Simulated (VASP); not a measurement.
# Na7Mg4Cl16 (a cell with a defect) in VASP: notebook

Runs on Na7Mg4Cl16 (a cell with a defect). Level: r2SCAN. Tasks: single point.

All numbers are computed with VASP 6.6.1; they aren't measurements. Logs are shortened: lines on timing, memory, paths and dates and some standing lists are left out, and cuts for length are marked.

**1. The cell of the first run**

The cell holds a defect, 27 atoms: a = 6.957 Å, b = 11.921 Å, c = 7.675 Å, α = 90.00°, β = 90.00°, γ = 90.00°.

**2. Single point, r2SCAN**

POSCAR

```
Na7Mg4Cl16
1.0
    6.9572550000      0.0000000000      0.0000000000
    0.0000000000     11.9214420000      0.0000000000
    0.0000000000      0.0000000000      7.6746150000
Na Mg Cl
7 4 16
Direct
    0.0709475217      0.6849674729      0.2912980000
    0.9353832798      0.2781291055      0.2095479708
    0.4648528766      0.1910171605      0.2507487346
    0.6017890677      0.8469109693      0.2917670789
    0.0536849663      0.6435798622      0.7897594863
    0.9775263376      0.2430997861      0.8058645287
    0.5293467035      0.8676634924      0.7823584636
    0.5341474475      0.5181504050     -0.0581657842
    0.0862121627     -0.0429981541      0.1180124345
    0.4922487389      0.5224703522      0.4727012365
   -0.0546048693      0.0074235986      0.6207607808
    0.2170539962      0.1623712970      0.0237796945
    0.8604111823      0.8157234670      0.0128084601
    0.7836136522      0.3931571365     -0.0219685287
    0.3269536620      0.6862928159     -0.0345163894
    0.2880590118      0.8953950369      0.3327984531
    0.7686508544      0.0310365139      0.1581838307
    0.6700774946      0.6334636364      0.2402856691
    0.2234358235      0.4442331725      0.2263566316
    0.1660856185      0.1625390620      0.5214593827
    0.8180812691      0.8123178387      0.5364699076
    0.6675190143      0.3427773251      0.3628976828
    0.3001902331      0.6841286482      0.5310103504
    0.1783605747      0.9259618090      0.7836223706
    0.5988568767      0.0621149690      0.6408660239
    0.7387252587      0.5629352557      0.6919435047
    0.3229290863      0.4230109076      0.7777458544
```

INCAR.step1

```
SYSTEM = Na7Mg4Cl16
  PREC = Accurate
  ENCUT = 520
  ISMEAR = -1
  SIGMA = 0.05
  LREAL = Auto
  LASPH = .TRUE.
  NELM = 100
  NELECT = 170.0
  NBANDS = 104
  GGA = PE
  ALGO = Normal
  EDIFF = 1E-4
  LWAVE = .TRUE.
  LCHARG = .FALSE.
```

INCAR.step2

```
SYSTEM = Na7Mg4Cl16
  PREC = Accurate
  ENCUT = 520
  EDIFF = 1E-6
  ISMEAR = -1
  SIGMA = 0.05
  LREAL = Auto
  LASPH = .TRUE.
  NELM = 100
  ALGO = Normal
  ISIF = 2
  LWAVE = .FALSE.
  LCHARG = .FALSE.
  METAGGA = R2SCAN
  LMIXTAU = .TRUE.
  NELECT = 170.0
  NBANDS = 104
  ISTART = 1
```

KPOINTS

```
Automatic mesh
0
G
  1 1 1
  0 0 0
```

Potentials or basis: VASP PAW PBE potentials, release 64 (Na_pv, Mg, Cl).

Launch:

```sh
$ cat potpaw_PBE.64/Na_pv/POTCAR potpaw_PBE.64/Mg/POTCAR potpaw_PBE.64/Cl/POTCAR > POTCAR
$ cp INCAR.step1 INCAR
$ mpirun -np 1 vasp_gam > vasp.out
$ cp INCAR.step2 INCAR
$ mpirun -np 1 vasp_gam > vasp.out
```

OUTCAR:

```text
SYSTEM = Na7Mg4Cl16
   PREC = Accurate
   ENCUT = 520
   EDIFF = 1E-6
   ISMEAR = -1
   LREAL = Auto
   LASPH = .TRUE.
   NELM = 100
   ISIF = 2
   METAGGA = R2SCAN
   NELECT = 170.0
   ISTART = 1

 ion  position               nearest neighbor table
   1  0.071  0.685  0.291-  23 2.43
   2  0.935  0.278  0.210-  22 2.33  14 2.48
   3  0.465  0.191  0.251-  22 2.45  12 2.47
   4  0.602  0.847  0.292-  16 2.28  21 2.44  18 2.62  17 2.69
   5  0.054  0.644  0.790-  15 2.39  26 2.51  23 2.67
   6  0.978  0.243  0.806-  12 2.55  14 2.60  20 2.72  11 3.16
   7  0.529  0.868  0.782-  24 2.54  25 2.61
   8  0.534  0.518  0.942-  27 2.24  14 2.30  26 2.45  15 2.48  18 2.83  10 3.61
   9  0.086  0.957  0.118-  16 2.29  17 2.40  13 2.44  24 2.67  12 2.71
  10  0.492  0.522  0.473-  23 2.39  26 2.45  18 2.54  22 2.61  19 2.82  27 2.88   8 3.61
  11  0.945  0.007  0.621-  24 2.27  25 2.50  20 2.52  21 2.57   6 3.16
  12  0.217  0.162  0.024-   3 2.47   6 2.55   9 2.71
  13  0.860  0.816  0.013-   9 2.44
  14  0.784  0.393  0.978-   8 2.30   2 2.48   6 2.60
  15  0.327  0.686  0.965-   5 2.39   8 2.48
  16  0.288  0.895  0.333-   4 2.28   9 2.29
  17  0.769  0.031  0.158-   9 2.40   4 2.69
  18  0.670  0.633  0.240-  10 2.54   4 2.62   8 2.83
  19  0.223  0.444  0.226-  10 2.82
  20  0.166  0.163  0.521-  11 2.52   6 2.72
  21  0.818  0.812  0.536-   4 2.44  11 2.57
  22  0.668  0.343  0.363-   2 2.33   3 2.45  10 2.61
  23  0.300  0.684  0.531-  10 2.39   1 2.43   5 2.67
  24  0.178  0.926  0.784-  11 2.27   7 2.54   9 2.67
  25  0.599  0.062  0.641-  11 2.50   7 2.61
  26  0.739  0.563  0.692-   8 2.45  10 2.45   5 2.51
  27  0.323  0.423  0.778-   8 2.24  10 2.88

  LATTYP: Found a simple orthorhombic cell.
 ALAT       =     6.9572550000
 B/A-ratio  =     1.1031096316
 C/A-ratio  =     1.7135266711

  Lattice vectors:

 A1 = (  -6.9572550000,   0.0000000000,   0.0000000000)
 A2 = (   0.0000000000,   0.0000000000,   7.6746150000)
 A3 = (   0.0000000000,  11.9214420000,   0.0000000000)

Analysis of symmetry for initial positions (statically):
=====================================================================
 Subroutine PRICEL returns:
 Original cell was already a primitive cell.

 Routine SETGRP: Setting up the symmetry group for a
 simple orthorhombic supercell.

 Subroutine GETGRP returns: Found  1 space group operations
 (whereof  1 operations were pure point group operations)
 out of a pool of  8 trial point group operations.

The static configuration has the point symmetry C_1 .

Analysis of symmetry for dynamics (positions and initial velocities):
=====================================================================
 Subroutine PRICEL returns:
 Original cell was already a primitive cell.

 Routine SETGRP: Setting up the symmetry group for a
 simple orthorhombic supercell.

 Subroutine GETGRP returns: Found  1 space group operations
 (whereof  1 operations were pure point group operations)
 out of a pool of  8 trial point group operations.

The dynamic configuration has the point symmetry C_1 .

 Subroutine INISYM returns: Found  1 space group operations
 (whereof  1 operations are pure point group operations),
 and found     1 'primitive' translations

----------------------------------------------------------------------------------------

                                     Primitive cell

  volume of cell :     636.5365

  direct lattice vectors                    reciprocal lattice vectors
     6.957255000  0.000000000  0.000000000     0.143734849  0.000000000  0.000000000
     0.000000000 11.921442000  0.000000000     0.000000000  0.083882470  0.000000000
     0.000000000  0.000000000  7.674615000     0.000000000  0.000000000  0.130299696

  length of vectors
     6.957255000 11.921442000  7.674615000     0.143734849  0.083882470  0.130299696

  position of ions in fractional coordinates (direct lattice)
     0.070947522  0.684967473  0.291298000
     0.935383280  0.278129105  0.209547971
     0.464852877  0.191017161  0.250748735
     0.601789068  0.846910969  0.291767079
     0.053684966  0.643579862  0.789759486
     0.977526338  0.243099786  0.805864529
[... 19 lines left out ...]
     0.738725259  0.562935256  0.691943505
     0.322929086  0.423010908  0.777745854

  ion indices of the primitive-cell ions
   primitive index   ion index
                 1           1
                 2           2
                 3           3
                 4           4
                 5           5
                 6           6
[... 19 lines left out ...]
                26          26
                27          27

----------------------------------------------------------------------------------------

 KPOINTS: Automatic mesh

Automatic generation of k-mesh.
 Grid dimensions read from file:
 generate k-points for:    1    1    1

 Generating k-lattice:

  Cartesian coordinates                     Fractional coordinates (reciprocal lattice)
     0.143734849  0.000000000  0.000000000     1.000000000  0.000000000  0.000000000
     0.000000000  0.083882470  0.000000000     0.000000000  1.000000000  0.000000000
     0.000000000  0.000000000  0.130299696     0.000000000  0.000000000  1.000000000

  Length of vectors
     0.143734849  0.083882470  0.130299696

  Shift w.r.t. Gamma in fractional coordinates (k-lattice)
     0.000000000  0.000000000  0.000000000

 Subroutine IBZKPT returns following result:
 ===========================================

 Found      1 irreducible k-points:

 Following reciprocal coordinates:
            Coordinates               Weight
  0.000000  0.000000  0.000000      1.000000
   k-points           NKPTS =      1   k-points in BZ     NKDIM =      1   number of bands    NBANDS=    104
   number of dos      NEDOS =    301   number of ions     NIONS =     27
   total plane-waves  NPLWV = 291600
   dimension x,y,z NGX =    54 NGY =   90 NGZ =   60
   dimension x,y,z NGXF=   108 NGYF=  180 NGZF=  120
   ions per type =               7   4  16
   NGX,Y,Z   is equivalent  to a cutoff of  12.90, 12.55, 13.00 a.u.
   NGXF,Y,Z  is equivalent  to a cutoff of  25.81, 25.10, 25.99 a.u.
 SYSTEM =  Na7Mg4Cl16
   PREC   = accura    normal or accurate (medium, high low for compatibility)
   ISTART =      1    job   : 0-new  1-cont  2-samecut
   ICHARG =      0    charge: 1-file 2-atom 10-const
   ISPIN  =      1    spin polarized calculation?
   LNONCOLLINEAR =      F non collinear calculations
   LSORBIT =      F    spin-orbit coupling
   LASPH  =      T    aspherical Exc in radial PAW
   ENCUT  =  520.0 eV  38.22 Ry    6.18 a.u.  12.94 22.17 14.27*2*pi/ulx,y,z
   NELM   =    100;   NELMIN=  2; NELMDL=  0     # of ELM steps
   EDIFF  = 0.1E-05   stopping-criterion for ELM
   LREAL  =      T    real-space projection
   EDIFFG = 0.1E-04   stopping-criterion for IOM
   NSW    =      0    number of steps for IOM
   IBRION =     -1    ionic relax: 0-MD 1-quasi-New 2-CG
   NFREE  =      0    steps in history (QN), initial steepest desc. (CG)
   ISIF   =      2    stress and relaxation
   ISYM   =      2    0-nonsym 1-usesym 2-fastsym
   POTIM  = 0.5000    time-step for ionic-motion
   TEBEG  =    0.0;   TEEND  =   0.0 temperature during run
   PSTRESS=    0.0 pullay stress
   NELECT =     170.0000    total number of electrons
   NUPDOWN=      -1.0000    fix difference up-down
   EMIN   =  10.00;   EMAX   =-10.00  energy-range for DOS
   EFERMI =   0.00;   METHOD = LEGACY
   ISMEAR =    -1;   SIGMA  =   0.05  broadening in eV -4-tet -1-fermi 0-gaus
   EFERMI_NEDOS =   21; number of points for ismear=-14 and -15
   IALGO  =     38    algorithm
   IMIX   =      4    mixing-type and parameters
     AMIX     =   0.40;   BMIX     =  1.00
     AMIX_MAG =   1.60;   BMIX_MAG =  1.00
  volume/ion in A,a.u.               =      23.58       159.09
  Fermi-wavevector in a.u.,A,eV,Ry     =   1.054266  1.992273 15.122548  1.111476
  Thomas-Fermi vector in A             =   2.189419
   LORBIT       =      0    0 simple, 1 ext, 2 COOP (PROOUT), +10 PAW based schemes
   METAGGA = R2SCAN    functional components
   LHFCALC =     F    Hartree Fock is set to
   AEXX    =    0.0000 exact exchange contribution
   IVDW    =     0    specifies the selected vdW correction
   LEPSILON=     F    determine dielectric tensor
   LRPA    =     F    only Hartree local field effects (RPA)
 non-spin polarized calculation
  energy-cutoff  :      520.00
  volume of cell :      636.54
 maximum number of plane-waves:      8575
 NGX is ok and might be reduce to    50
   NGX = 25   NGY = 45   NGZ = 29

 number of electron     170.0000015 magnetization

 Free energy of the ion-electron system (eV)
  ---------------------------------------------------
  ext. energy  EPLUGINS =         0.00000000
  ---------------------------------------------------
  free energy    TOTEN  =      -185.54277718 eV

  energy without entropy =     -185.54277718  energy(sigma->0) =     -185.54277718

 E-fermi :   1.2809     XC(G=0):  -8.5304

 val. band max:       -0.0027090056   @ k =   0.0000   0.0000   0.0000
 cond. band min:       4.2096693996   @ k =   0.0000   0.0000   0.0000
 fundamental gap:      4.2123784052
 Fermi energy:         1.2808804616

 k-point     1 :       0.0000    0.0000    0.0000
  band No.  band energies     occupation
      1     -23.5026      2.00000
      2     -23.4745      2.00000
      3     -23.4345      2.00000
      4     -23.0313      2.00000
      5     -23.0169      2.00000
      6     -22.9886      2.00000
[... 89 lines left out ...]
     96       7.5160      0.00000
     97       7.7614      0.00000
 [bands above 97 left out]

------------------------ aborting loop because EDIFF is reached ----------------------------------------

  FORCE on cell =-STRESS in cart. coord.  units (eV):
  Direction    XX          YY          ZZ          XY          YZ          ZX
  --------------------------------------------------------------------------------------
  -------------------------------------------------------------------------------------
  Total       13.2865619     15.3736144     23.2258199     -3.1035606     -2.4798738      3.6137790
  in kB       33.4425887     38.6957488     58.4599348     -7.8117350     -6.2419006      9.0959667
  external PRESSURE =      43.5327574 kB  Pullay stress =       0.0000000 kB

 VOLUME and BASIS-vectors are now :
 -----------------------------------------------------------------------------
  energy-cutoff  :      520.00
  volume of cell :      636.54
      direct lattice vectors                 reciprocal lattice vectors
     6.957255000  0.000000000  0.000000000     0.143734849  0.000000000  0.000000000
     0.000000000 11.921442000  0.000000000     0.000000000  0.083882470  0.000000000
     0.000000000  0.000000000  7.674615000     0.000000000  0.000000000  0.130299696

 POSITION                                       TOTAL-FORCE (eV/Angst)
 -----------------------------------------------------------------------------------
      0.49360      8.16580      2.23560        -0.539989     -0.325685     -0.706870
      6.50770      3.31570      1.60820         1.477523     -0.462910      0.214807
      3.23410      2.27720      1.92440        -0.078719     -0.283540      0.453275
      4.18680     10.09640      2.23920         1.137078     -0.466711     -0.750786
      0.37350      7.67240      6.06110        -0.392366      0.018261     -0.375216
      6.80090      2.89810      6.18470         0.052520      0.679754     -0.545989
[... 19 lines left out ...]
      5.13950      6.71100      5.31040        -0.554602      0.191167     -0.555163
      2.24670      5.04290      5.96890        -0.566105     -0.462662     -1.164938
 -----------------------------------------------------------------------------------
    total drift:                               -0.006714     -0.028340     -0.024154

  FREE ENERGIE OF THE ION-ELECTRON SYSTEM (eV)
  ---------------------------------------------------
  free  energy   TOTEN  =      -185.5427771794 eV

  energy  without entropy=     -185.5427771794  energy(sigma->0) =     -185.54277718
```

It took 5.1 min on 1 thread of Intel Xeon 6975P-C (Granite Rapids), shared host; peak memory 0.63 GiB.

What came out:

* Free energy: -185.5428 eV
* Largest force: 2.320 eV/Å

Forces on the atoms (eV/Å):
```
Na  -0.540 -0.326 -0.707
Na   1.478 -0.463  0.215
Na  -0.079 -0.284  0.453
Na   1.137 -0.467 -0.751
Na  -0.392  0.018 -0.375
Na   0.053  0.680 -0.546
Na   0.331 -0.602  0.003
Mg  -0.038  0.857  0.899
Mg  -0.310  0.445 -1.204
Mg   0.044 -0.507 -0.537
Mg  -0.711 -0.316 -1.090
Cl  -0.475 -0.776  0.191
Cl   0.408 -0.871 -0.227
Cl   0.346 -0.671 -0.203
Cl   0.996  0.264  0.769
Cl  -1.897  1.225 -0.532
Cl   0.000  1.616  0.631
Cl  -0.244 -1.214  0.145
Cl   0.369  0.498  0.571
Cl  -1.310 -0.236 -0.079
Cl   0.823  0.944  0.561
Cl  -0.949  0.789  1.880
Cl   0.518 -0.847  0.675
Cl   0.016  0.297  0.752
Cl   1.547  0.217  0.225
Cl  -0.555  0.191 -0.555
Cl  -0.566 -0.463 -1.165
```

Levels at points of the mesh, in eV from the Fermi level:
| k point | band 83 | band 84 | band 85 | band 86 | band 87 | band 88 |
| --- | --- | --- | --- | --- | --- | --- |
| (0.00, 0.00, 0.00) | -1.61 | -1.59 | -1.28 | 2.93 | 4.10 | 4.62 |

Caveat: the k points lie up to 0.90 Å⁻¹ apart; the cell carries a net charge on a neutralising background, which shifts energy and pressure; the cell is charged against a uniform background, so pressure and absolute levels hang on convention; the PAW data sets were made with another functional, which shifts forces and pressure a little.

**3. Single point, r2SCAN**

POSCAR

```
Na7Mg4Cl16
1.0
    6.9572550000      0.0000000000      0.0000000000
    0.0000000000     11.9214420000      0.0000000000
    0.0000000000      0.0000000000      7.6746150000
Na Mg Cl
7 4 16
Direct
    0.0270508987      0.6902185155      0.2783071203
    0.9959818923      0.2958618597      0.1802565992
    0.4832509373      0.1500741269      0.4704861417
    0.5259689346      0.8222998527      0.2657331996
    0.0393258548      0.6177608380      0.8314032691
    0.9204636024      0.3000140419      0.6979112307
    0.4886841146      0.7782363912      0.7366232704
    0.4948072192      0.5203061844     -0.0117660625
    0.0039383349      0.0042025117      0.0044692796
    0.5053142367      0.4727280475      0.4809492072
   -0.0628983701     -0.0194942860      0.5189055086
    0.2761721397      0.1661040669      0.0668698039
    0.8483087080      0.8126701451     -0.0279753447
    0.9582514943      0.4197814325     -0.0337476212
    0.3315388037      0.6876097707      0.0297343906
    0.1357431918      0.9137988508      0.2601563727
    0.7747452120      0.0918513046      0.2171574730
    0.6926151190      0.5786799953      0.2270863099
    0.3129970082      0.4538796565      0.2024596674
    0.1373242752      0.1913359139      0.5120647746
    0.7663942173      0.7927564467      0.4774180855
    0.7287788072      0.3099876676      0.4682449869
    0.2152429370      0.6804042665      0.5490829182
    0.2023786680      0.9551109673      0.7274632017
    0.7423761239      0.0918177516      0.7084915660
    0.6496815195      0.5783780184      0.7294958770
    0.3356496204      0.3974770837      0.7544352388
```

INCAR.step1

```
SYSTEM = Na7Mg4Cl16
ALGO = Normal ; EDIFF = 1E-4
ENCUT = 520 ; GGA = PE
ISMEAR = -1 ; LASPH = .True.
LCHARG = .False. ; LREAL = Auto
LWAVE = .True. ; NBANDS = 104
NELECT = 170.0 ; NELM = 60
PREC = Accurate ; SIGMA = 0.05
```

INCAR.step2

```
SYSTEM = Na7Mg4Cl16
ALGO = Normal ; EDIFF = 1E-6
ENCUT = 520 ; ISIF = 2
ISMEAR = -1 ; ISTART = 1
LASPH = .True. ; LCHARG = .False.
LMIXTAU = .True. ; LREAL = Auto
LWAVE = .False. ; METAGGA = R2SCAN
NBANDS = 104 ; NELECT = 170.0
NELM = 60 ; PREC = Accurate
SIGMA = 0.05
```

KPOINTS

```
k-points
0
Gamma
  1 1 1
  0 0 0
```

Potentials or basis: VASP PAW PBE potentials, release 64 (Na_pv, Mg, Cl).

Launch:

```sh
$ cat potpaw_PBE.64/Na_pv/POTCAR potpaw_PBE.64/Mg/POTCAR potpaw_PBE.64/Cl/POTCAR > POTCAR
$ cp INCAR.step1 INCAR
$ mpirun -np 1 vasp_gam > vasp.out
$ cp INCAR.step2 INCAR
$ mpirun -np 1 vasp_gam > vasp.out
```

It took 5.9 min on 1 thread of Intel Xeon 6975P-C (Granite Rapids), shared host; peak memory 0.66 GiB.

Results (log left out):

```yaml
Free_energy: -185.9463 eV
Largest_force: 3.458 eV/Å
```

Forces in eV/Å, atoms in the order of the input:
```
Na  -0.184 -0.008 -0.636
Na   0.437 -1.585  1.962
Na  -0.091 -0.175 -0.332
Na  -0.806  0.054 -1.095
Na  -0.310  0.007 -0.107
Na   1.342 -0.095  2.035
Na   0.019  0.372  0.148
Mg   0.612 -0.546 -0.887
Mg   0.481  0.269  0.053
Mg  -0.092 -0.170  0.026
Mg   0.661  0.429 -0.485
Cl  -0.670 -0.746 -0.488
Cl  -0.352  0.386 -0.192
Cl  -1.342  1.401 -1.409
Cl  -0.460  1.072 -0.385
Cl   0.644 -0.029  0.574
Cl   0.065 -0.746 -0.110
Cl   0.614  0.075  0.792
Cl  -0.772 -1.219  2.246
Cl   0.041 -0.560 -0.608
Cl   0.477  1.232  1.166
Cl  -2.012  1.795 -2.166
Cl   0.710 -0.535  0.076
Cl  -0.266 -0.205  0.366
Cl   0.023 -0.905  0.632
Cl   0.773  0.241 -0.526
Cl   0.460  0.190 -0.650
```

Levels at points of the mesh, in eV from the Fermi level:
| k point | band 81 | band 82 | band 83 | band 84 | band 85 | band 86 | band 87 | band 88 | band 89 | band 90 |
| --- | --- | --- | --- | --- | --- | --- | --- | --- | --- | --- |
| (0.00, 0.00, 0.00) | -1.87 | -1.79 | -1.63 | -1.52 | -1.22 | 2.89 | 4.00 | 4.50 | 4.76 | 4.96 |

Caveat: the k points lie up to 0.90 Å⁻¹ apart; the cell carries a net charge on a neutralising background, which shifts energy and pressure; the cell is charged against a uniform background, so pressure and absolute levels hang on convention; the PAW data sets were made with another functional, which shifts forces and pressure a little.

[end of part 1 of 2]
